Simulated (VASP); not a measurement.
A run of VASP 6.6.1:

INCAR

```
SYSTEM = BaTiO3
  PREC = Accurate
  ENCUT = 520
  EDIFF = 1E-6
  ISMEAR = 0
  SIGMA = 0.02
  LREAL = .FALSE.
  LASPH = .TRUE.
  NELM = 150
  ALGO = Normal
  ISIF = 2
  LWAVE = .FALSE.
  LCHARG = .FALSE.
  LMAXMIX = 4
  LDAU = .TRUE.
  LDAUTYPE = 2
  LDAUL = -1 2 -1
  LDAUU = 0 4 0
  LDAUJ = 0 0 0
  LDAUPRINT = 1
  GGA = PE
  NBANDS = 51
```

File KPOINTS:

```
regular mesh
0
G
  6 4 4
  0 0 0
```

POSCAR

```
BaTiO3
1.0
    3.9270383137      0.0000000000      0.0000000000
    0.0000000000      5.6322462303      0.0000000000
    0.0000000000      0.0000000000      5.8301959382
Ba Ti O
2 2 6
Direct
    0.0000000000      0.5000000000      0.5041109626
    0.0000000000      0.0000000000      0.0041109626
    0.5000000000      0.5000000000      0.0151225567
    0.5000000000      0.0000000000      0.5151225567
    0.5000000000      0.7458812191      0.2368016668
    0.5000000000      0.2541187809      0.2368016668
    0.0000000000      0.5000000000      0.9870631470
    0.5000000000      0.2458812191      0.7368016668
    0.5000000000      0.7541187809      0.7368016668
    0.0000000000      0.0000000000      0.4870631470
```

Potentials or basis: VASP PAW PBE potentials, release 64 (Ba_sv, Ti_sv, O).

Run with:

```console
$ cat potpaw_PBE.64/Ba_sv/POTCAR potpaw_PBE.64/Ti_sv/POTCAR potpaw_PBE.64/O/POTCAR > POTCAR
$ mpirun -np 1 vasp_std > vasp.out
```

Hardware: 1 thread of Intel Xeon 8259CL, with other jobs on the host.

Task: Estimate the wall time of this run.

Result: It took 9.9 min on 1 thread of Intel Xeon 8259CL, on a shared host, peak memory 0.36 GiB. Counts: scf iterations 17, k points 36.
